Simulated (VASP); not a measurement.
YRh, 2 atoms in the cell. It takes space group Cmmm (No. 65, orthorhombic). Conventional cell: a = 4.782 Å, b = 4.854 Å, c = 3.407 Å, α = 90.00°, β = 90.00°, γ = 90.00°. Within 3.9 Å of Y (site symmetry mmm) lie 8 Rh at 2.94 to 2.97 Å and 6 Y at 3.41 Å. Within 3.9 Å of Rh (site symmetry mmm) lie 8 Y at 2.94 to 2.97 Å and 6 Rh at 3.41 Å.  This cell differs from its parent crystal: strain +0.0150 x Voigt [0, 0, 0, 1, 0, 0].

- Program: VASP 6.6.1
- Task: single point
- Functional: PBEsol
- Potentials or basis: VASP PAW PBE potentials, release 64 (Y_sv, Rh_pv)
- Cutoff: 520 eV
- k mesh: 14 × 14 × 14
- Occupations: gaussian, width 0.15 eV
- Spin: no spin polarisation
- Dipole correction: no
- Further INCAR settings: ALGO = Fast; EDIFF = 1e-06; NBANDS = 20

Potentials or basis: VASP PAW PBE potentials, release 64 (Y_sv, Rh_pv).

Launch:

```console
$ cat potpaw_PBE.64/Y_sv/POTCAR potpaw_PBE.64/Rh_pv/POTCAR > POTCAR
$ mpirun -np 1 vasp_std > vasp.out
```

Hardware: 1 thread of Intel(R) Xeon(R) Platinum 8488C (Sapphire Rapids), with other jobs on the host.

**Question.** Estimate the wall time of this run.

**Answer.** Run time: 6.5 min on 1 thread of Intel(R) Xeon(R) Platinum 8488C (Sapphire Rapids), with other jobs on the host, peak memory 0.49 GiB. Counts: scf iterations 18, k points 456.
